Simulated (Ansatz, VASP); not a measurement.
AlIn3: VASP beside Ansatz

```xyz
4
Lattice="0.0000 4.9794 0.0000 4.9794 0.0000 0.0000 2.4897 2.4897 -4.8243" Properties=species:S:1:pos:R:3 pbc="T T T"
Al    0.0000    0.0000    0.0000
In    2.4897    2.4897    0.0000
In    4.9794    2.4897   -2.4122
In    2.4897    4.9794   -2.4122
```

Alike in both runs: task relaxation of cell and atoms; functional PBE; k mesh 4 × 4 × 4; occupations gaussian, width 0.0895 eV; no spin polarisation.

|  | VASP | Ansatz |
| --- | --- | --- |
| version | VASP 6.6.1 | Ansatz 0.2.0 |
| potentials or method | VASP PAW PBE potentials, release 64 (Al, In_d), cutoff 600 eV | PAW plane waves |
| valence electrons in the cell | 42 | 42 |

|  | VASP | Ansatz | Ansatz less VASP |
| --- | --- | --- | --- |
| gap on the k mesh at the Fermi level, each at its own relaxed structure (eV) | none | none | - |
| relaxed volume (Å³/atom) | 25.01 | 25.01 | -0.003 |
| relaxed cell length with the largest relative difference (Å) | 5.640 | 5.639 | -0.0009 |

A gap of «none» marks a metal or a gap that the smearing closes.

Noted on VASP's run: the volume moved by over 15 % at a fixed basis, so the end points are rough.
